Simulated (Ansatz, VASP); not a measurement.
WCl4F2: VASP beside Ansatz

INCAR

```
PREC     = Accurate       # precision mode
ENCUT    = 520            # plane-wave cutoff, eV
EDIFF    = 1E-7           # SCF threshold, eV
ISMEAR   = 0              # smearing method
SIGMA    = 0.1            # smearing width, eV
LREAL    = False          # projectors in reciprocal space
LASPH    = True           # aspherical terms in the spheres
NELM     = 100            # most SCF steps
ALGO     = Normal         # electronic algorithm
ISIF     = 2              # what is computed and relaxed
LWAVE    = False          # write WAVECAR
LCHARG   = True           # write CHGCAR
GGA      = PE             # functional
LELF     = True           # ELF
LVHAR    = True         
NBANDS   = 37             # bands
```

The input KPOINTS:

```
regular mesh
0
Gamma
  4 4 2
```

POSCAR

```
WCl4F2
1.0
    6.5602017644     -0.0248771913     -0.0289932596
    3.2014163691      5.9995814718      0.0018846647
    3.2009896046      2.0468606760      5.8457318643
W Cl F
1 4 2
Direct
    0.0021115169      0.9968385172      0.9929793249
    0.3599236440      0.7753078191      0.8094790779
    0.8766878697      0.6719133533      0.2288814712
    0.1159069952      0.3306047486      0.7813105802
    0.8164221288      0.0850454900      0.7399944458
    0.7160052870      0.1757703847      0.1549118735
    0.1409425585      0.9325196871      0.2084432263
```

Input for Ansatz:

```yaml
crystal:
  lattice:
    - [6.5602017644, -0.0248771913, -0.0289932596]
    - [3.2014163691, 5.9995814718, 0.0018846647]
    - [3.2009896046, 2.046860676, 5.8457318643]
  atoms:
    - { symbol: W, position: [0.0021115169, 0.9968385172, 0.9929793249] }
    - { symbol: Cl, position: [0.359923644, 0.7753078191, 0.8094790779] }
    - { symbol: Cl, position: [0.8766878697, 0.6719133533, 0.2288814712] }
    - { symbol: Cl, position: [0.1159069952, 0.3306047486, 0.7813105802] }
    - { symbol: Cl, position: [0.8164221288, 0.08504549, 0.7399944458] }
    - { symbol: F, position: [0.716005287, 0.1757703847, 0.1549118735] }
    - { symbol: F, position: [0.1409425585, 0.9325196871, 0.2084432263] }
basis:
  ecutwfc: 420
kpoints:
  mp_grid: { grid: [4, 4, 2] }
hamiltonian:
  xc: pbe
scf:
  occupations: { method: gaussian, width: 0.1 }
  lower_state_search: "off"
output:
  forces: true
  stress: true
  eigenvalues: true
```

Alike in both runs: task single point; functional PBE; k mesh 4 × 4 × 2; occupations gaussian, width 0.1 eV; no spin polarisation.

```csv
,VASP,Ansatz
version,VASP 6.6.1,Ansatz 0.2.0
potentials or method,"VASP PAW PBE potentials, release 64 (W_sv, Cl, F), cutoff 520 eV","scalar-relativistic, plane waves, PAW"
valence electrons in the cell,56,56
```

```csv
,VASP,Ansatz,Ansatz less VASP
gap on the k mesh at the Fermi level (eV),2.35,2.35,-0.004
least direct gap on the mesh (eV),2.37,2.36,-0.005
pressure (GPa),0.2,0.0,-0.20
"traceless stress, the component that is largest in VASP (GPa)",0.20,0.00,-0.193
rms of the force components (eV/Å),0.170,0.001,-0.1694
```

Atom by atom the forces differ by 0.170 eV/Å (rms over components). One of these differences is far larger than is usual between the two programs; its cause wasn't traced. With one functional, cell and mesh, what is left measures potentials, basis and numerics.

The k mesh is coarse, so the values compare programs but aren't converged. Spin-orbit coupling is off throughout.
